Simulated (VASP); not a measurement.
AlN: single point with PBE

Crystal: AlN.

```
CELL_PARAMETERS angstrom
3.05164 0.00000 0.00000
-1.52582 2.64280 0.00000
0.00000 0.00000 4.89153
ATOMIC_POSITIONS crystal
Al 0.33333 0.66667 0.00173
Al 0.66667 0.33333 0.50173
N 0.33333 0.66667 0.38327
N 0.66667 0.33333 0.88327
```

This cell differs from its parent crystal: atoms displaced along a vibrational mode, the cell strained.

```yaml
Program: VASP 6.6.1
Task: single point
Functional: PBE
Potentials_or_basis: VASP PAW PBE potentials, release 64 (Al, N)
Cutoff: 520 eV
k_mesh: 9 × 9 × 6
Occupations: gaussian, width 0.05 eV
Spin: no spin polarisation
```

The pressure is 16.9 GPa. The largest force is 0.031 eV/Å and the band gap on the k mesh is 4.72 eV.

Forces in eV/Å, atoms in the order of the input:
```
Al   0.000  0.000 -0.031
Al   0.000  0.000 -0.031
N    0.000  0.000  0.031
N    0.000  0.000  0.031
```

Stress tensor (GPa, compression positive):
```
17.28  0.00  0.00
 0.00 17.28  0.00
 0.00  0.00 16.22
```

Levels at points of the mesh, in eV from the valence-band top:
| k point | band 5 | band 6 | band 7 | band 8 | band 9 | band 10 | band 11 | band 12 |
| --- | --- | --- | --- | --- | --- | --- | --- | --- |
| (0.00, 0.00, 0.00) | -0.88 | -0.22 | -0.22 | 0.00 | 4.73 | 7.18 | 11.08 | 11.59 |
| (0.00, 0.00, 0.50) | -0.56 | -0.56 | -0.56 | -0.56 | 6.98 | 6.98 | 10.80 | 10.80 |

It took 30 s on 1 thread of Intel Xeon 8259CL, with other jobs on the host, peak memory 0.16 GiB.

Caveat: the cell differs from its parent crystal (atoms displaced along a vibrational mode, the cell strained); the cell stands under pressure; an odd mesh through Γ misses points on the zone boundary, where band edges can lie.
